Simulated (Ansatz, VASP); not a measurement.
Li2S: VASP beside Ansatz

The input POSCAR:

```
Li2S
1.0
    0.0000000000      2.8172664311      2.8172664311
    2.8172664311      0.0000000000      2.8172664311
    2.8172664311      2.8172664311      0.0000000000
Li S
2 1
Direct
    0.2500000000      0.2500000000      0.2500000000
    0.7500000000      0.7500000000      0.7500000000
    0.0000000000      0.0000000000      0.0000000000
```

The input INCAR.step1:

```
SYSTEM = Li2S
  PREC = Accurate
  ENCUT = 830
  ISMEAR = 0
  SIGMA = 0.05
  LREAL = .FALSE.
  LASPH = .TRUE.
  NELM = 120
  NBANDS = 13
  GGA = PE
  ALGO = Normal
  EDIFF = 1E-5
  LWAVE = .TRUE.
  LCHARG = .FALSE.
  GGA_COMPAT = .FALSE.
```

Contents of INCAR.step2:

```
SYSTEM = Li2S
  PREC = Accurate
  ENCUT = 830
  EDIFF = 1E-6
  ISMEAR = 0
  SIGMA = 0.05
  LREAL = .FALSE.
  LASPH = .TRUE.
  NELM = 120
  ALGO = Normal
  ISIF = 2
  LWAVE = .FALSE.
  LCHARG = .TRUE.
  METAGGA = R2SCAN
  LMIXTAU = .TRUE.
  LUSE_VDW = .TRUE.
  IVDW_NL = 2
  BPARAM = 11.95
  CPARAM = 0.0093
  LELF = .TRUE.
  LVHAR = .TRUE.
  NBANDS = 13
  ISTART = 1
  GGA_COMPAT = .FALSE.
```

KPOINTS

```
Automatic mesh
0
G
  8 8 8
  0 0 0
```

Input for Ansatz:

```yaml
crystal:
  lattice:
    - [0.0, 2.8172664311, 2.8172664311]
    - [2.8172664311, 0.0, 2.8172664311]
    - [2.8172664311, 2.8172664311, 0.0]
  atoms:
    - { symbol: Li, position: [0.25, 0.25, 0.25] }
    - { symbol: Li, position: [0.75, 0.75, 0.75] }
    - { symbol: S, position: [0.0, 0.0, 0.0] }
basis:
  ecutwfc: 500
  ecutrho_ratio: 4
kpoints:
  mp_grid: { grid: [8, 8, 8] }
hamiltonian:
  xc: r2scan
  dispersion: rvv10
scf:
  occupations: { method: gaussian, width: 0.05 }
output:
  forces: true
  stress: true
  eigenvalues: true
```

Alike in both runs: task single point; functional r2SCAN; dispersion rVV10; k mesh 8 × 8 × 8; occupations gaussian, width 0.05 eV; no spin polarisation.

|  | VASP | Ansatz |
| --- | --- | --- |
| version | VASP 6.6.1 | Ansatz 0.2.0 |
| potentials or method | VASP PAW PBE potentials, release 64 (Li_sv, S), cutoff 830 eV | scalar-relativistic, plane waves, PAW |
| valence electrons in the cell | 12 | 12 |

|  | VASP | Ansatz | Ansatz less VASP |
| --- | --- | --- | --- |
| gap on the k mesh at the Fermi level (eV) | 3.77 | 3.79 | +0.018 |
| least direct gap on the mesh (eV) | 5.14 | 5.05 | -0.091 |
| pressure (GPa) | 0.7 | 0.9 | +0.21 |

VASP's potentials were made for PBE, not for r2SCAN.
